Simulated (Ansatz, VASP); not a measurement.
# Two plane-wave programs on BaTiO3

```
CELL_PARAMETERS angstrom
4.05538 0.00000 0.00000
0.00000 4.05538 0.00000
0.00000 0.00000 4.05538
ATOMIC_POSITIONS crystal
Ba 0.50000 0.50000 0.50000
Ti 0.00000 0.00000 0.00000
O 0.50000 0.00000 0.00000
O 0.00000 0.00000 0.50000
O 0.00000 0.50000 0.00000
```

Alike in both runs: functional RPBE; k mesh 6 × 6 × 6; no spin polarisation.

Ansatz relaxed the structure, and its values are those at the end. VASP's run is a single point on that final structure, the one shown.

|  | VASP | Ansatz |
| --- | --- | --- |
| version | VASP 6.6.1 | Ansatz 0.2.0 |
| potentials or method | VASP PAW PBE potentials, release 64 (Ba_sv, Ti_sv, O), cutoff 520 eV | plane waves, PAW |
| occupations | gaussian, width 0.01 eV | fixed |
| valence electrons in the cell | 40 | 40 |

|  | VASP | Ansatz | Ansatz less VASP |
| --- | --- | --- | --- |
| pressure (GPa) | 1.5 | 0.0 | -1.54 |

VASP's potentials were made for PBE, not for RPBE.

Neither program's run includes spin-orbit coupling.
